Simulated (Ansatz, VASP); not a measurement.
## LaOs3: VASP beside Ansatz

File INCAR:

```
SYSTEM = LaOs3
ALGO     = Normal         ! electronic algorithm
EDIFF    = 1E-6           ! SCF threshold, eV
ENCUT    = 520            ! plane-wave cutoff, eV
GGA      = PE             ! functional
ISIF     = 2              ! what is computed and relaxed
ISMEAR   = 0              ! smearing method
LASPH    = .TRUE.         ! aspherical terms in the spheres
LCHARG   = .FALSE.        ! write CHGCAR
LREAL    = .FALSE.        ! projectors in reciprocal space
LWAVE    = .FALSE.        ! write WAVECAR
NBANDS   = 26             ! bands
NELM     = 60             ! most SCF steps
PREC     = Accurate       ! precision mode
SIGMA    = 0.05           ! smearing width, eV
```

File KPOINTS:

```
k-points
0
G
  8 8 8
  0 0 0
```

The input POSCAR:

```
LaOs3
1.0
    4.2416646620      0.0000000000      0.0000000000
    0.0000000000      4.2416646620      0.0000000000
    0.0000000000      0.0000000000      4.2416646620
La Os
1 3
Direct
    0.0000000000      0.0000000000      0.0000000000
    0.0000000000      0.5000000000      0.5000000000
    0.5000000000      0.5000000000      0.0000000000
    0.5000000000      0.0000000000      0.5000000000
```

Input for Ansatz:

```yaml
crystal:
  lattice:
    - [4.241664662, 0.0, 0.0]
    - [0.0, 4.241664662, 0.0]
    - [0.0, 0.0, 4.241664662]
  atoms:
    - { symbol: La, position: [0.0, 0.0, 0.0] }
    - { symbol: Os, position: [0.0, 0.5, 0.5] }
    - { symbol: Os, position: [0.5, 0.5, 0.0] }
    - { symbol: Os, position: [0.5, 0.0, 0.5] }
basis:
  ecutwfc: 420
  ecutrho_ratio: 4
kpoints:
  mp_grid: { grid: [8, 8, 8] }
hamiltonian:
  xc: pbe
scf:
  occupations: { method: gaussian, width: 0.05 }
output:
  forces: true
  stress: true
  eigenvalues: true
```

Alike in both runs: task single point; functional PBE; k mesh 8 × 8 × 8; occupations gaussian, width 0.05 eV; no spin polarisation.

|  | VASP | Ansatz |
| --- | --- | --- |
| version | VASP 6.6.1 | Ansatz 0.2.0 |
| potentials or method | VASP PAW PBE potentials, release 64 (La, Os), cutoff 520 eV | scalar-relativistic, plane waves, PAW |
| valence electrons in the cell | 35 | 59 |

Ansatz gave:

| Property | Result |
| --- | --- |
| gap on the k mesh at the Fermi level (eV) | none |
| pressure (GPa) | -10.9 |

**Question.** Which values does VASP return?

**Answer.** gap on the k mesh at the Fermi level (eV): none; pressure (GPa): -11.0.

A gap of «none» marks a metal or a gap that the smearing closes. The functional is the same, so the differences come from potentials, cutoffs and numerics. VASP's potentials hold 35 valence electrons a cell and Ansatz's 59, so a difference there can come from the potentials and not from the codes.

Neither program's run includes spin-orbit coupling.
